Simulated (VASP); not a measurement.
# SiPb (CsCl type) (Pm-3m) in VASP: further runs, part 2 of 2

VASP 6.6.1. The steps go on from the part before.

### 3 Single point, PBEsol (volume scaled by 0.52)

Contents of INCAR:

```
PREC = Accurate
ENCUT = 520
EDIFF = 1E-6
ISMEAR = -1
SIGMA = 0.08
LREAL = F
LASPH = T
NELM = 100
ALGO = Normal
ISIF = 2
LWAVE = F
LCHARG = T
GGA = PS
LELF = T
LVHAR = T
NBANDS = 16
```

Contents of KPOINTS:

```
Automatic mesh
0
Gamma
  11 11 11
```

Contents of POSCAR:

```
SiPb
1.0
    2.8788432534      0.0000000000      0.0000000000
    0.0000000000      2.8788432534      0.0000000000
    0.0000000000      0.0000000000      2.8788432534
Pb Si
1 1
Direct
    0.0000000000      0.0000000000      0.0000000000
    0.5000000000      0.5000000000      0.5000000000
```

Potentials or basis: VASP PAW PBE potentials, release 64 (Pb_d, Si).

Started as:

```
$ cat potpaw_PBE.64/Pb_d/POTCAR potpaw_PBE.64/Si/POTCAR > POTCAR
$ mpirun -np 1 vasp_std > vasp.out
```

Wall time 13 s (1 thread of Intel Xeon 6975P-C, shared host); peak memory 0.15 GiB.

Results (log left out):

```yaml
Free_energy: -1.9660 eV
Pressure: 181.1 GPa
Band_gap_on_the_k_mesh: zero (band 9 reaches 21.48 eV, above the bottom of band 10 at 15.43 eV)
```

Levels at points of the mesh, in eV from the Fermi level:
```
           k point  band 7  band 8  band 9  band 10  band 11  band 12
(0.00, 0.00, 0.00)   -1.70   -1.70   -1.70     2.88     3.55     3.55
```

Caveat: the PAW data sets were made with another functional, which shifts forces and pressure a little; spin-orbit coupling is left out, which moves the levels of the heavy elements.

### 4 Single point, PBEsol (volume scaled by 0.6)

Contents of INCAR:

```
PREC     = Accurate       # precision mode
ENCUT    = 520            # plane-wave cutoff, eV
EDIFF    = 1E-6           # SCF threshold, eV
ISMEAR   = -1             # smearing method
SIGMA    = 0.08           # smearing width, eV
LREAL    = F              # projectors in reciprocal space
LASPH    = T              # aspherical terms in the spheres
NELM     = 80             # most SCF steps
ALGO     = Normal         # electronic algorithm
ISIF     = 2              # what is computed and relaxed
LWAVE    = F              # write WAVECAR
LCHARG   = T              # write CHGCAR
GGA      = PS             # functional
LELF     = T              # ELF
LVHAR    = T            
NBANDS   = 16             # bands
```

KPOINTS is that of step 3.

Contents of POSCAR:

```
SiPb
1.0
    3.0194927285      0.0000000000      0.0000000000
    0.0000000000      3.0194927285      0.0000000000
    0.0000000000      0.0000000000      3.0194927285
Pb Si
1 1
Direct
    0.0000000000      0.0000000000      0.0000000000
    0.5000000000      0.5000000000      0.5000000000
```

Potentials or basis: VASP PAW PBE potentials, release 64 (Pb_d, Si).

Started as:

```
$ cat potpaw_PBE.64/Pb_d/POTCAR potpaw_PBE.64/Si/POTCAR > POTCAR
$ mpirun -np 1 vasp_std > vasp.out
```

OUTCAR:

```text
PREC = Accurate
   ENCUT = 520
   EDIFF = 1E-6
   ISMEAR = -1
   LREAL = F
   LASPH = T
   NELM = 80
   ISIF = 2
   GGA = PS

 ion  position               nearest neighbor table
   1  0.000  0.000  0.000-   2 2.61   2 2.61   2 2.61   2 2.61   2 2.61   2 2.61   2 2.61   2 2.61

   2  0.500  0.500  0.500-   1 2.61   1 2.61   1 2.61   1 2.61   1 2.61   1 2.61   1 2.61   1 2.61

  LATTYP: Found a simple cubic cell.
 ALAT       =     3.0194927285

  Lattice vectors:

 A1 = (   3.0194927285,   0.0000000000,   0.0000000000)
[... 625 lines left out ...]
      3      -2.3502      2.00000
      4      -2.2971      2.00000
      5      -2.0672      2.00000
      6      -0.2289      2.00000
[... 8 lines left out ...]
     15      26.4726      0.00000
     16      28.7374      0.00000

 [... further k-points ...]
[... 5 lines left out ...]
  --------------------------------------------------------------------------------------
  -------------------------------------------------------------------------------------
  Total       17.3973721     17.3973721     17.3973721     -0.0000000      0.0000000     -0.0000000
  in kB     1012.4935629   1012.4935629   1012.4935629     -0.0000000      0.0000000     -0.0000000
  external PRESSURE =    1012.4935629 kB  Pullay stress =       0.0000000 kB

 VOLUME and BASIS-vectors are now :
 -----------------------------------------------------------------------------
  energy-cutoff  :      520.00
  volume of cell :       27.53
      direct lattice vectors                 reciprocal lattice vectors
     3.019492728  0.000000000  0.000000000     0.331181457  0.000000000  0.000000000
     0.000000000  3.019492728  0.000000000     0.000000000  0.331181457  0.000000000
     0.000000000  0.000000000  3.019492728     0.000000000  0.000000000  0.331181457

 POSITION                                       TOTAL-FORCE (eV/Angst)
 -----------------------------------------------------------------------------------
      0.00000      0.00000      0.00000         0.000000      0.000000      0.000000
      1.50975      1.50975      1.50975         0.000000      0.000000      0.000000
 -----------------------------------------------------------------------------------
    total drift:                                0.000000      0.000000      0.000000

  FREE ENERGIE OF THE ION-ELECTRON SYSTEM (eV)
  ---------------------------------------------------
  free  energy   TOTEN  =        -5.1112776846 eV

  energy  without entropy=       -5.0874909471  energy(sigma->0) =       -5.09938432
```

OSZICAR:

```text
N       E                     dE             d eps       ncg     rms          rms(c)
DAV:   1     0.121977305511E+03    0.12198E+03   -0.89132E+03  1856   0.139E+03
DAV:   2    -0.734452335335E+00   -0.12271E+03   -0.11744E+03  2048   0.323E+02
DAV:   3    -0.532449415432E+01   -0.45900E+01   -0.45693E+01  2360   0.651E+01
DAV:   4    -0.539864019337E+01   -0.74146E-01   -0.74128E-01  2200   0.790E+00
DAV:   5    -0.540139704195E+01   -0.27568E-02   -0.27568E-02  2624   0.148E+00    0.432E+00
DAV:   6    -0.517667465930E+01    0.22472E+00   -0.23336E-01  2624   0.117E+01    0.234E+00
DAV:   7    -0.511811978642E+01    0.58555E-01   -0.81556E-02  2872   0.511E+00    0.747E-01
DAV:   8    -0.511142597287E+01    0.66938E-02   -0.83143E-03  2392   0.150E+00    0.730E-02
DAV:   9    -0.511128013427E+01    0.14584E-03   -0.41045E-04  2400   0.453E-01    0.278E-02
DAV:  10    -0.511127831341E+01    0.18209E-05   -0.18577E-05  2144   0.388E-02    0.149E-02
DAV:  11    -0.511127768464E+01    0.62877E-06   -0.39126E-06  2432   0.361E-02
   1 F= -.51112777E+01 E0= -.50993843E+01  d E =-.237867E-01
```

Wall time 11 s (1 thread of Intel Xeon 6975P-C, shared host); peak memory 0.15 GiB.

What came out:

* Free energy: -5.1113 eV
* Pressure: 101.2 GPa
* Band gap on the k mesh: zero (band 9 reaches 18.38 eV, above the bottom of band 10 at 12.29 eV)

Caveat: the PAW data sets were made with another functional, which shifts forces and pressure a little; spin-orbit coupling is left out, which moves the levels of the heavy elements.

### 5 Single point, PBEsol (volume scaled by 0.68)

Contents of INCAR:

```
SYSTEM = SiPb
ALGO = Normal
EDIFF = 1E-7
ENCUT = 520
GGA = PS
ISIF = 2
ISMEAR = -1
LASPH = .TRUE.
LCHARG = .FALSE.
LREAL = .FALSE.
LWAVE = .FALSE.
NBANDS = 16
NELM = 100
PREC = Accurate
SIGMA = 0.08
```

Contents of KPOINTS:

```
k-points
0
G
  11 11 11
  0 0 0
```

Contents of POSCAR:

```
SiPb
1.0
    3.1481339933      0.0000000000      0.0000000000
    0.0000000000      3.1481339933      0.0000000000
    0.0000000000      0.0000000000      3.1481339933
Pb Si
1 1
Direct
    0.0000000000      0.0000000000      0.0000000000
    0.5000000000      0.5000000000      0.5000000000
```

Started as:

```
$ cat potpaw_PBE.64/Pb_d/POTCAR potpaw_PBE.64/Si/POTCAR > POTCAR
$ mpirun -np 1 vasp_std > vasp.out
```

Run time: 15 s. Hardware: 1 thread of Intel Xeon 6975P-C, shared host; peak memory 0.15 GiB.

It converged, with:

- Free energy: -6.8820 eV
- Pressure: 57.2 GPa
- Band gap on the k mesh: zero (band 9 reaches 15.89 eV, above the bottom of band 10 at 10.08 eV)

Levels at points of the mesh, in eV from the Fermi level:
```
           k point  band 6  band 7  band 8  band 9  band 10  band 11  band 12  band 13
(0.00, 0.00, 0.00)  -16.03   -1.06   -1.06   -1.06     0.05     3.80     3.80    13.43
```

Caveat: the PAW data sets were made with another functional, which shifts forces and pressure a little; spin-orbit coupling is left out, which moves the levels of the heavy elements.

### 6 Overview

| cell | gap on the mesh (eV) | pressure (GPa) |
| --- | --- | --- |
| a = 2.879 Å, 2 atoms | none | 181.1 |
| a = 3.019 Å, 2 atoms | none | 101.2 |
| a = 3.148 Å, 2 atoms | none | 57.2 |

Alike in all rows: task single point; level PBEsol; potentials or basis VASP PAW PBE potentials, release 64 (Pb_d, Si); no spin polarisation; k mesh 11 × 11 × 11; cutoff (eV) 520; smearing fermi-dirac 0.08 eV.

Caveats: the PAW data sets were made with another functional, which shifts forces and pressure a little; spin-orbit coupling is left out, which moves the levels of the heavy elements.

Total energies depend on the potentials used, so only differences within one code and one set of settings carry meaning.
